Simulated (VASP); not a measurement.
# TeAs3F (P-6m2) in VASP: further runs, part 2 of 2

VASP 6.6.1.

### 3 Relaxation of cell and atoms, PBE

This run uses another cell than the first one, of 28.39 Å³/atom.

INCAR

```
ALGO     = Normal         # electronic algorithm
EDIFF    = 1E-7           # SCF threshold, eV
EDIFFG   = -0.01          # ionic threshold
ENCUT    = 600            # plane-wave cutoff, eV
GGA      = PE             # functional
GGA_COMPAT= F            
IBRION   = 2              # ionic algorithm
ISIF     = 3              # what is computed and relaxed
ISMEAR   = 0              # smearing method
LASPH    = T              # aspherical terms in the spheres
LCHARG   = F              # write CHGCAR
LREAL    = F              # projectors in reciprocal space
LWAVE    = F              # write WAVECAR
NELM     = 120            # most SCF steps
NELMIN   = 4            
NSW      = 100            # ionic steps
PREC     = Accurate       # precision mode
SIGMA    = 0.1            # smearing width, eV
```

KPOINTS

```
k-points
0
Gamma
  6 6 8
```

POSCAR

```
TeAs3F
1.0
    5.8807871089      0.0000000000      0.0000000000
   -2.9403935544      5.0929110305      0.0000000000
    0.0000000000      0.0000000000      4.7388680874
Te As F
1 3 1
Direct
    0.3333333333      0.6666666667      0.5000000000
    0.1867348997      0.8132651003      0.0000000000
    0.1867348997      0.3734697994      0.0000000000
    0.6265302006      0.8132651003      0.0000000000
    0.0000000000      0.0000000000      0.5000000000
```

Potentials or basis: VASP PAW PBE potentials, release 64 (Te, As, F).

The run is started by

```console
> cat potpaw_PBE.64/Te/POTCAR potpaw_PBE.64/As/POTCAR potpaw_PBE.64/F/POTCAR > POTCAR
> mpirun -np 1 vasp_std > vasp.out
```

OUTCAR:

```text
EDIFF = 1E-7
   EDIFFG = -0.01
   ENCUT = 600
   GGA = PE
   IBRION = 2
   ISIF = 3
   ISMEAR = 0
   LASPH = T
   LREAL = F
   NELM = 120
   NELMIN = 4
   NSW = 100
   PREC = Accurate

 ion  position               nearest neighbor table
   1  0.333  0.667  0.500-   2 2.80   2 2.80   3 2.80   3 2.80   4 2.80   4 2.80
   2  0.187  0.813  0.000-   3 2.59   4 2.59   1 2.80   1 2.80
   3  0.187  0.373  0.000-   2 2.59   4 2.59   1 2.80   1 2.80
   4  0.627  0.813  0.000-   3 2.59   2 2.59   1 2.80   1 2.80
   5  0.000  0.000  0.500-

  LATTYP: Found a hexagonal cell.
 ALAT       =     5.8807871089
 C/A-ratio  =     0.8058220778

  Lattice vectors:

 A1 = (   5.8807871089,   0.0000000000,   0.0000000000)
 A2 = (  -2.9403935544,   5.0929110305,   0.0000000000)
 A3 = (   0.0000000000,   0.0000000000,   4.7388680874)

Analysis of symmetry for initial positions (statically):
=====================================================================
 Subroutine PRICEL returns:
 Original cell was already a primitive cell.

 Routine SETGRP: Setting up the symmetry group for a
 hexagonal supercell.

 Subroutine GETGRP returns: Found 12 space group operations
 (whereof 12 operations were pure point group operations)
 out of a pool of 24 trial point group operations.

The static configuration has the point symmetry D_3h.

[... 176 lines left out ...]
  Total       -0.7655127     -0.7655127      2.7257723     -0.0000000     -0.0000000      0.0000000
  in kB       -8.6414541     -8.6414541     30.7697510     -0.0000000     -0.0000000      0.0000000
  external PRESSURE =       4.4956143 kB  Pullay stress =       0.0000000 kB
[... 221 lines left out ...]
--------------------------------------- Ionic step        7  -------------------------------------------

 number of electron      27.9999993 magnetization

 Free energy of the ion-electron system (eV)
  ---------------------------------------------------
  ext. energy  EPLUGINS =         0.00000000
  ---------------------------------------------------
  free energy    TOTEN  =       -19.35131073 eV

  energy without entropy =      -19.33995400  energy(sigma->0) =      -19.34563236

 E-fermi :   2.0364     XC(G=0):  -8.0165

 val. band max:        2.0306593777   @ k =   0.3333   0.0000   0.0000
 cond. band min:       2.0387061936   @ k =   0.1667   0.1667   0.0000
 fundamental gap:      0.0080468159
 Fermi energy:         2.0363887877

 k-point     1 :       0.0000    0.0000    0.0000
  band No.  band energies     occupation
      1     -18.0155      2.00000
      2     -12.4163      2.00000
      3      -7.2177      2.00000
      4      -7.2063      2.00000
      5      -7.2063      2.00000
      6      -4.0058      2.00000
[... 481 lines left out ...]
      5      -7.0845      2.00000
      6      -2.2358      2.00000
[... 10 lines left out ...]
     17       4.4887      0.00000
     18       4.9046      0.00000

 [... further k-points ...]

------------------------ aborting loop because EDIFF is reached ----------------------------------------

  FORCE on cell =-STRESS in cart. coord.  units (eV):
  Direction    XX          YY          ZZ          XY          YZ          ZX
  --------------------------------------------------------------------------------------
  -------------------------------------------------------------------------------------
  Total        0.0171808      0.0171808      0.0040511      0.0000000     -0.0000000      0.0000000
  in kB        0.1911039      0.1911039      0.0450604      0.0000000     -0.0000000      0.0000000
  external PRESSURE =       0.1424228 kB  Pullay stress =       0.0000000 kB
[... 20 lines left out ...]
  FREE ENERGIE OF THE ION-ELECTRON SYSTEM (eV)
  ---------------------------------------------------
  free  energy   TOTEN  =       -19.3513107283 eV

  energy  without entropy=      -19.3399539960  energy(sigma->0) =      -19.34563236

 reached required accuracy - stopping structural energy minimisation
```

CONTCAR:

```text
TeAs3F
   1.00000000000000
     5.8490364690088787   -0.0000000000003142    0.0000000000000000
    -2.9245182344549812    5.0654141697689381   -0.0000000000000000
    -0.0000000000000000    0.0000000000000000    4.8616732971826977
  Te              As              F
     1     3     1
Direct
     0.3333333332999970    0.6666666667000030    0.5000000000000000
     0.1886854405961496    0.8113145594038502    1.0000000000000000
     0.1886854405961496    0.3773708811922993    0.0000000000000000
     0.6226291188077008    0.8113145594038503    1.0000000000000000
     0.0000000000000000    0.0000000000000000    0.5000000000000000

  0.00000000E+00  0.00000000E+00  0.00000000E+00
  0.00000000E+00  0.00000000E+00  0.00000000E+00
  0.00000000E+00  0.00000000E+00  0.00000000E+00
  0.00000000E+00  0.00000000E+00  0.00000000E+00
  0.00000000E+00  0.00000000E+00  0.00000000E+00
```

It took 13 min on 1 thread of Intel Xeon 8259CL, shared host; peak memory 0.39 GiB.

What came out:

```
Free energy                           : -19.3513 eV
Relaxed volume                        : 28.81 Å³/atom
Relaxed cell                          : a = 5.849 Å, b = 5.849 Å, c = 4.862 Å, α = 90.00°, β = 90.00°, γ = 120.00°
Space group after relaxing (to 0.1 Å) : P-6m2 (No. 187)
Energy gained by relaxing             : 9.4 meV/atom
Ionic steps                           : 7
Pressure after relaxing               : 0.0 GPa
Largest force after relaxing          : 0.006 eV/Å
Band gap on the k mesh                : zero (bands 14 and 15 overlap by 0.67 eV)
```

Forces in eV/Å, atoms in the order of the input:
```
Te   0.000  0.000  0.000
As   0.005 -0.003  0.000
As   0.000  0.006  0.000
As  -0.005 -0.003  0.000
F    0.000  0.000  0.000
```

The path:
```csv
step,energy change (eV),largest force (eV/Å),pressure (GPa),volume (Å³)
1,0.0000,0.3349,0.45,141.93
2,-0.0467,0.0241,0.01,143.52
3,-0.0467,0.0246,0.01,143.52
4,-0.0468,0.0069,0.05,143.56
5,-0.0468,0.0051,0.08,143.59
6,-0.0469,0.0020,0.07,143.70
7,-0.0470,0.0061,0.01,144.04
```

Final structure:
```
Te As F
1.0
     5.84904    0.00000    0.00000
    -2.92452    5.06541    0.00000
     0.00000    0.00000    4.86167
Te As F
1 3 1
Direct
  0.33333 0.66667 0.50000
  0.18869 0.81131 0.00000
  0.18869 0.37737 0.00000
  0.62263 0.81131 0.00000
  0.00000 0.00000 0.50000
```

Caveat: spin-orbit coupling is left out, which moves the levels of the heavy elements.

The gap in the log of VASP goes by the Fermi energy; the results here count the filled bands.